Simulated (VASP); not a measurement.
# Tl2F: relaxation of cell and atoms with PBE

Tl2F:

```
Tl F
1.0
     5.23300    0.00000    0.00000
    -2.61650    4.53191    0.00000
     0.00000    0.00000    3.30913
Tl F
2 1
Direct
  0.33333 0.66667 0.50000
  0.66667 0.33333 0.50000
  0.00000 0.00000 0.50000
```

The cell was generated, and may not be a known phase.

```
Program                : VASP 6.6.1
Task                   : relaxation of cell and atoms
Functional             : PBE
Potentials or basis    : VASP PAW PBE potentials, release 64 (Tl_d, F)
Cutoff                 : 600 eV
k mesh                 : 6 × 6 × 6
Occupations            : gaussian, width 0.1 eV
Spin                   : no spin polarisation
Dipole correction      : no
Further INCAR settings : ALGO = Fast; EDIFF = 1e-06; IBRION = 2; EDIFFG = -0.04; NSW = 90; ISIF = 3
```

- Relaxed volume: 27.53 Å³/atom
- Relaxed cell: a = 5.228 Å, b = 5.228 Å, c = 3.489 Å, α = 90.00°, β = 90.00°, γ = 120.00°
- Space group after relaxing (to 0.1 Å): P6/mmm (No. 191)
- Energy gained by relaxing: 3.2 meV/atom
- Ionic steps: 8
- Pressure after relaxing: -0.1 GPa
- Band gap on the k mesh: zero (an odd number of electrons rules out a gap without spin polarisation)

Stress tensor (GPa, compression positive):
```
-0.11  0.00  0.00
 0.00 -0.11  0.00
 0.00  0.00 -0.02
```

Step by step:
```tsv
step	energy change (eV)	largest force (eV/Å)	pressure (GPa)	volume (Å³)
1	0.0000	0.0000	0.39	78.48
2	-0.0016	0.0000	0.18	79.20
3	-0.0023	0.0000	-0.04	79.97
4	-0.0023	0.0000	-0.10	80.20
5	-0.0037	0.0000	-0.11	80.53
6	-0.0075	0.0000	-0.07	81.54
7	-0.0082	0.0000	-0.06	83.51
8	-0.0096	0.0000	-0.08	82.60
```

Final structure:
```
Tl F
1.0
     5.22814    0.00000    0.00000
    -2.61407    4.52770    0.00000
     0.00000    0.00000    3.48937
Tl F
2 1
Direct
  0.33333 0.66667 0.50000
  0.66667 0.33333 0.50000
  0.00000 0.00000 0.50000
```

Levels at points of the mesh, in eV from the Fermi level:
| k point | band 14 | band 15 | band 16 | band 17 | band 18 | band 19 | band 20 |
| --- | --- | --- | --- | --- | --- | --- | --- |
| (0.00, 0.00, 0.00) | -3.25 | -3.25 | -2.40 | 0.17 | 0.17 | 5.21 | 5.21 |
| (0.50, 0.00, 0.00) | -3.76 | -2.56 | -2.37 | 0.38 | 1.66 | 6.63 | 7.02 |
| (0.00, 0.00, 0.50) | -3.11 | -3.11 | -1.54 | -1.42 | 1.85 | 1.85 | 2.30 |
| (0.50, 0.00, 0.50) | -3.44 | -2.98 | -2.31 | -1.16 | 0.28 | 1.89 | 3.79 |

Wall time 7.2 min on 1 thread of Oxide Virtual Turin-like Processor, with other jobs on the host, peak memory 0.21 GiB.

Caveat: spin-orbit coupling is left out, which moves the levels of the heavy elements.
